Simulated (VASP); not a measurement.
# Pt (Im-3m) in VASP: notebook, part 2 of 3

VASP 6.6.1.

### 3 Relaxation of cell and atoms, PBEsol

This run uses another cell than the first one, of 15.90 Å³/atom, 1.047 times its volume.

Input file INCAR:

```
ALGO = Normal ; EDIFF = 1E-6
EDIFFG = -0.005 ; ENCUT = 600
GGA = PS ; IBRION = 2
ISIF = 3 ; ISMEAR = -1
LASPH = T ; LCHARG = F
LREAL = F ; LWAVE = F
NELM = 80 ; NSW = 80
PREC = Accurate ; SIGMA = 0.05
```

Input file KPOINTS:

```
k-points
0
Gamma
  12 12 12
```

Input file POSCAR:

```
Pt
1.0
   -1.5842200000      1.5842200000      1.5842200000
    1.5842200000     -1.5842200000      1.5842200000
    1.5842200000      1.5842200000     -1.5842200000
Pt
1
Direct
    0.0000000000      0.0000000000      0.0000000000
```

Potentials or basis: VASP PAW PBE potentials, release 64 (Pt).

Run with:

```console
$ cat potpaw_PBE.64/Pt/POTCAR > POTCAR
$ mpirun -np 1 vasp_std > vasp.out
```

OUTCAR:

```text
EDIFF = 1E-6
   EDIFFG = -0.005
   ENCUT = 600
   GGA = PS
   IBRION = 2
   ISIF = 3
   ISMEAR = -1
   LASPH = T
   LREAL = F
   NELM = 80
   NSW = 80
   PREC = Accurate

 ion  position               nearest neighbor table
   1  0.000  0.000  0.000-

  LATTYP: Found a body centered cubic cell.
 ALAT       =     3.1684400000

  Lattice vectors:

 A1 = (  -1.5842200000,   1.5842200000,   1.5842200000)
 A2 = (   1.5842200000,  -1.5842200000,   1.5842200000)
 A3 = (   1.5842200000,   1.5842200000,  -1.5842200000)

Analysis of symmetry for initial positions (statically):
=====================================================================
 Subroutine PRICEL returns:
 Original cell was already a primitive cell.

 Routine SETGRP: Setting up the symmetry group for a
 body centered cubic supercell.

 Subroutine GETGRP returns: Found 48 space group operations
[... 9 lines left out ...]

 Routine SETGRP: Setting up the symmetry group for a
 body centered cubic supercell.

 Subroutine GETGRP returns: Found 48 space group operations
[... 11 lines left out ...]
                                     Primitive cell

  volume of cell :      15.9040

  direct lattice vectors                    reciprocal lattice vectors
    -1.584220000  1.584220000  1.584220000     0.000000000  0.315612731  0.315612731
     1.584220000 -1.584220000  1.584220000     0.315612731  0.000000000  0.315612731
     1.584220000  1.584220000 -1.584220000     0.315612731  0.315612731  0.000000000

  length of vectors
     2.743949530  2.743949530  2.743949530     0.446343804  0.446343804  0.446343804

  position of ions in fractional coordinates (direct lattice)
     0.000000000  0.000000000  0.000000000

  ion indices of the primitive-cell ions
   primitive index   ion index
                 1           1

----------------------------------------------------------------------------------------

 KPOINTS: k-points

Automatic generation of k-mesh.
 Grid dimensions read from file:
 generate k-points for:   12   12   12

 Generating k-lattice:

  Cartesian coordinates                     Fractional coordinates (reciprocal lattice)
     0.000000000  0.026301061  0.026301061     0.083333333  0.000000000  0.000000000
     0.026301061  0.000000000  0.026301061     0.000000000  0.083333333  0.000000000
     0.026301061  0.026301061  0.000000000     0.000000000  0.000000000  0.083333333

  Length of vectors
     0.037195317  0.037195317  0.037195317

  Shift w.r.t. Gamma in fractional coordinates (k-lattice)
     0.000000000  0.000000000  0.000000000

 Subroutine IBZKPT returns following result:
 ===========================================

 Found     72 irreducible k-points:

 Following reciprocal coordinates:
            Coordinates               Weight
  0.000000  0.000000  0.000000      1.000000
  0.083333  0.000000  0.000000     12.000000
  0.166667  0.000000  0.000000     12.000000
  0.250000  0.000000  0.000000     12.000000
  0.333333  0.000000  0.000000     12.000000
  0.416667  0.000000  0.000000     12.000000
[... 16 lines left out ...]
  0.333333  0.083333  0.083333     24.000000
  0.416667  0.083333  0.083333     12.000000
 [... further k-points ...]
   k-points           NKPTS =     72   k-points in BZ     NKDIM =     72   number of bands    NBANDS=      9
   number of dos      NEDOS =    301   number of ions     NIONS =      1
   total plane-waves  NPLWV =  13824
   dimension x,y,z NGX =    24 NGY =   24 NGZ =   24
   dimension x,y,z NGXF=    48 NGYF=   48 NGZF=   48
   ions per type =               1
   NGX,Y,Z   is equivalent  to a cutoff of  14.54, 14.54, 14.54 a.u.
   NGXF,Y,Z  is equivalent  to a cutoff of  29.08, 29.08, 29.08 a.u.
 SYSTEM =  unknown system
   PREC   = accura    normal or accurate (medium, high low for compatibility)
   ISTART =      0    job   : 0-new  1-cont  2-samecut
   ICHARG =      2    charge: 1-file 2-atom 10-const
   ISPIN  =      1    spin polarized calculation?
   LNONCOLLINEAR =      F non collinear calculations
   LSORBIT =      F    spin-orbit coupling
   LASPH  =      T    aspherical Exc in radial PAW
   ENCUT  =  600.0 eV  44.10 Ry    6.64 a.u.   5.48  5.48  5.48*2*pi/ulx,y,z
   NELM   =     80;   NELMIN=  2; NELMDL= -5     # of ELM steps
   EDIFF  = 0.1E-05   stopping-criterion for ELM
   LREAL  =      F    real-space projection
   EDIFFG = -.5E-02   stopping-criterion for IOM
   NSW    =     80    number of steps for IOM
   IBRION =      2    ionic relax: 0-MD 1-quasi-New 2-CG
   NFREE  =      1    steps in history (QN), initial steepest desc. (CG)
   ISIF   =      3    stress and relaxation
   ISYM   =      2    0-nonsym 1-usesym 2-fastsym
   POTIM  = 0.5000    time-step for ionic-motion
   TEBEG  =    0.0;   TEEND  =   0.0 temperature during run
   PSTRESS=    0.0 pullay stress
   NELECT =      10.0000    total number of electrons
   NUPDOWN=      -1.0000    fix difference up-down
   EMIN   =  10.00;   EMAX   =-10.00  energy-range for DOS
   EFERMI =   0.00;   METHOD = LEGACY
   ISMEAR =    -1;   SIGMA  =   0.05  broadening in eV -4-tet -1-fermi 0-gaus
   EFERMI_NEDOS =   21; number of points for ismear=-14 and -15
   IALGO  =     38    algorithm
   IMIX   =      4    mixing-type and parameters
     AMIX     =   0.40;   BMIX     =  1.00
     AMIX_MAG =   1.60;   BMIX_MAG =  1.00
  volume/ion in A,a.u.               =      15.90       107.33
  Fermi-wavevector in a.u.,A,eV,Ry     =   1.402510  2.650360 26.763132  1.967035
  Thomas-Fermi vector in A             =   2.525265
   LORBIT       =      0    0 simple, 1 ext, 2 COOP (PROOUT), +10 PAW based schemes
   GGA     = PS    functional components
   LHFCALC =     F    Hartree Fock is set to
   AEXX    =    0.0000 exact exchange contribution
   IVDW    =     0    specifies the selected vdW correction
   LEPSILON=     F    determine dielectric tensor
   LRPA    =     F    only Hartree local field effects (RPA)
 conjugate gradient relaxation of ions
 non-spin polarized calculation
  energy-cutoff  :      600.00
  volume of cell :       15.90
 maximum number of plane-waves:       555
 NGX is ok and might be reduce to    24
   NGX = 11   NGY = 11   NGZ = 11

--------------------------------------- Ionic step        1  -------------------------------------------

 number of electron      10.0000000 magnetization

 number of electron       9.9999999 magnetization

 Free energy of the ion-electron system (eV)
  ---------------------------------------------------
  ext. energy  EPLUGINS =         0.00000000
  ---------------------------------------------------
  free energy    TOTEN  =        -6.84233901 eV

  energy without entropy =       -6.83603239  energy(sigma->0) =       -6.83918570

 E-fermi :   9.8344     XC(G=0): -13.3081

 val. band max:        9.7831581045   @ k =   0.5000   0.5000   0.4167
 cond. band min:       9.8707559189   @ k =  -0.4167  -0.4167   0.1667
 fundamental gap:      0.0875978144
 Fermi energy:         9.8343615414

 k-point     1 :       0.0000    0.0000    0.0000
  band No.  band energies     occupation
      1       0.4060      2.00000
      2       6.4507      2.00000
      3       6.4507      2.00000
      4       6.4507      2.00000
      5       8.9390      2.00000
      6       8.9390      2.00000
      7      26.9880      0.00000
      8      26.9880      0.00000
      9      26.9880      0.00000
[... 265 lines left out ...]
 k-point    24 :       0.4167    0.0833    0.0833
  band No.  band energies     occupation
      1       3.8456      2.00000
      2       5.0389      2.00000
      3       8.2950      2.00000
      4       8.8868      2.00000
      5       9.2739      1.99997
      6      13.2380      0.00000
      7      15.7579      0.00000
      8      23.0161      0.00000
      9      23.7281      0.00000

 [... further k-points ...]
[... 5 lines left out ...]
  --------------------------------------------------------------------------------------
  -------------------------------------------------------------------------------------
  Total       -1.1395556     -1.1395556     -1.1395556      0.0000000     -0.0000000      0.0000000
  in kB     -114.7994025   -114.7994025   -114.7994025      0.0000000     -0.0000000      0.0000000
  external PRESSURE =    -114.7994025 kB  Pullay stress =       0.0000000 kB
[... 195 lines left out ...]
  energy  without entropy=       -6.8638902945  energy(sigma->0) =       -6.86674024

--------------------------------------- Ionic step        7  -------------------------------------------

 number of electron      10.0000001 magnetization

 Free energy of the ion-electron system (eV)
  ---------------------------------------------------
  ext. energy  EPLUGINS =         0.00000000
  ---------------------------------------------------
  free energy    TOTEN  =        -6.86960774 eV

  energy without entropy =       -6.86391993  energy(sigma->0) =       -6.86676384

 E-fermi :  10.6693     XC(G=0): -13.5815

 val. band max:       10.6203691957   @ k =   0.5000   0.5000   0.4167
 cond. band min:      10.7158195157   @ k =  -0.4167  -0.4167   0.1667
 fundamental gap:      0.0954503200
 Fermi energy:        10.6693184536

 k-point     1 :       0.0000    0.0000    0.0000
  band No.  band energies     occupation
      1       0.7604      2.00000
      2       7.0385      2.00000
      3       7.0385      2.00000
      4       7.0385      2.00000
      5       9.7031      2.00000
      6       9.7031      2.00000
      7      27.8158      0.00000
      8      27.8158      0.00000
      9      27.8158      0.00000
[... 265 lines left out ...]
 k-point    24 :       0.4167    0.0833    0.0833
  band No.  band energies     occupation
      1       4.2626      2.00000
      2       5.5171      2.00000
      3       8.9763      2.00000
      4       9.6589      2.00000
      5      10.0789      1.99999
      6      14.2055      0.00000
      7      16.9612      0.00000
      8      23.9645      0.00000
      9      24.9841      0.00000

 [... further k-points ...]
[... 5 lines left out ...]
  --------------------------------------------------------------------------------------
  -------------------------------------------------------------------------------------
  Total       -0.0010382     -0.0010382     -0.0010382      0.0000000      0.0000000      0.0000000
  in kB       -0.1095675     -0.1095675     -0.1095675      0.0000000      0.0000000      0.0000000
  external PRESSURE =      -0.1095675 kB  Pullay stress =       0.0000000 kB
[... 16 lines left out ...]
  FREE ENERGIE OF THE ION-ELECTRON SYSTEM (eV)
  ---------------------------------------------------
  free  energy   TOTEN  =        -6.8696077422 eV

  energy  without entropy=       -6.8639199289  energy(sigma->0) =       -6.86676384

 reached required accuracy - stopping structural energy minimisation
```

CONTCAR:

```text
Pt
   1.00000000000000
    -1.5598266311818074    1.5598266311818074    1.5598266311818074
     1.5598266311818074   -1.5598266311818074    1.5598266311818074
     1.5598266311818074    1.5598266311818074   -1.5598266311818074
  Pt
     1
Direct
     0.0000000000000000    0.0000000000000000    0.0000000000000000

  0.00000000E+00  0.00000000E+00  0.00000000E+00
```

It took 16 s on 1 thread of Intel Xeon 6975P-C (Granite Rapids), shared host; peak memory 0.16 GiB.

What came out:

```
Free energy                            : -6.8696 eV
Relaxed volume                         : 15.18 Å³/atom
Relaxed cell                           : a = 2.702 Å, b = 2.702 Å, c = 2.702 Å, α = 109.47°, β = 109.47°, γ = 109.47°
Space group after relaxing (to 0.05 Å) : Im-3m (No. 229)
Energy gained by relaxing              : 27.3 meV/atom
Ionic steps                            : 7
Pressure after relaxing                : 0.0 GPa
Band gap on the k mesh                 : zero (band 5 reaches 11.85 eV, above the bottom of band 6 at 9.54 eV)
```

Step by step:
| step | energy change (eV) | largest force (eV/Å) | pressure (GPa) | volume (Å³) |
| --- | --- | --- | --- | --- |
| 1 | 0.0000 | 0.0000 | -11.48 | 15.90 |
| 2 | 0.2017 | 0.0000 | 47.52 | 13.42 |
| 3 | -0.0272 | 0.0000 | -0.57 | 15.21 |
| 4 | -0.0273 | 0.0000 | -0.11 | 15.19 |
| 5 | -0.0273 | 0.0000 | 0.14 | 15.17 |
| 6 | -0.0273 | 0.0000 | -0.30 | 15.20 |
| 7 | -0.0273 | 0.0000 | -0.01 | 15.18 |

Final structure:
```xyz
1
Lattice="-1.5598 1.5598 1.5598 1.5598 -1.5598 1.5598 1.5598 1.5598 -1.5598" Properties=species:S:1:pos:R:3 pbc="T T T"
Pt    0.0000    0.0000    0.0000
```

Caveat: the PAW data sets were made with another functional, which shifts forces and pressure a little; spin-orbit coupling is left out, which moves the levels of the heavy elements.

### 4 Relaxation of cell and atoms, PBEsol, target pressure 5 GPa, at which the enthalpy is minimised

This run uses another cell than the first one, of 15.90 Å³/atom, 1.047 times its volume.

Input file INCAR:

```
SYSTEM = Pt
PREC     = Accurate       ! precision mode
ENCUT    = 600            ! plane-wave cutoff, eV
EDIFF    = 1E-7           ! SCF threshold, eV
ISMEAR   = -1             ! smearing method
SIGMA    = 0.05           ! smearing width, eV
LREAL    = .FALSE.        ! projectors in reciprocal space
LASPH    = .TRUE.         ! aspherical terms in the spheres
NELM     = 80             ! most SCF steps
ALGO     = Normal         ! electronic algorithm
ISIF     = 3              ! what is computed and relaxed
LWAVE    = .FALSE.        ! write WAVECAR
LCHARG   = .FALSE.        ! write CHGCAR
GGA      = PS             ! functional
IBRION   = 2              ! ionic algorithm
NSW      = 80             ! ionic steps
EDIFFG   = -0.005         ! ionic threshold
PSTRESS  = 50.0
```

Input file KPOINTS:

```
regular mesh
0
G
  12 12 12
  0 0 0
```

POSCAR is that of step 3.

Run with:

```console
$ cat potpaw_PBE.64/Pt/POTCAR > POTCAR
$ mpirun -np 1 vasp_std > vasp.out
```

Run time: 15 s. Hardware: 1 thread of Intel Xeon 6975P-C (Granite Rapids), shared host; peak memory 0.16 GiB.

Results (log left out):

| Quantity | Value |
| --- | --- |
| Free energy | -6.8656 eV |
| Relaxed volume | 14.92 Å³/atom |
| Relaxed cell | a = 2.686 Å, b = 2.686 Å, c = 2.686 Å, α = 109.47°, β = 109.47°, γ = 109.47° |
| Space group after relaxing (to 0.05 Å) | Im-3m (No. 229) |
| Energy change on relaxing (the enthalpy is what falls) | -23.3 meV/atom |
| Ionic steps | 5 |
| Pressure after relaxing | 5.0 GPa |
| Band gap on the k mesh | zero (band 5 reaches 12.21 eV, above the bottom of band 6 at 9.82 eV) |

Step by step:
```csv
step,energy change (eV),largest force (eV/Å),pressure (GPa),volume (Å³)
1,0.0000,0.0000,-11.48,15.90
2,0.6328,0.0000,94.60,12.43
3,-0.0251,0.0000,3.70,14.99
4,-0.0239,0.0000,4.64,14.94
5,-0.0233,0.0000,5.02,14.92
```

Final structure:
```
CELL_PARAMETERS angstrom
-1.55090 1.55090 1.55090
1.55090 -1.55090 1.55090
1.55090 1.55090 -1.55090
ATOMIC_POSITIONS crystal
Pt 0.00000 0.00000 0.00000
```

Levels at points of the mesh, in eV from the Fermi level:
```tsv
k point	band 2	band 3	band 4	band 5	band 6	band 7	band 8	band 9
(0.00, 0.00, 0.00)	-3.73	-3.73	-3.73	-0.99	-0.99	17.14	17.14	17.14
(0.50, 0.00, 0.00)	-5.29	-1.18	-0.62	0.10	1.27	6.85	13.31	16.38
(0.50, 0.50, 0.50)	-6.58	0.68	0.68	0.68	7.82	7.82	7.82	13.65
```

Caveat: the cell is relaxed towards a set pressure, so the enthalpy falls and the energy may rise; the PAW data sets were made with another functional, which shifts forces and pressure a little; spin-orbit coupling is left out, which moves the levels of the heavy elements.

[end of part 2 of 3]
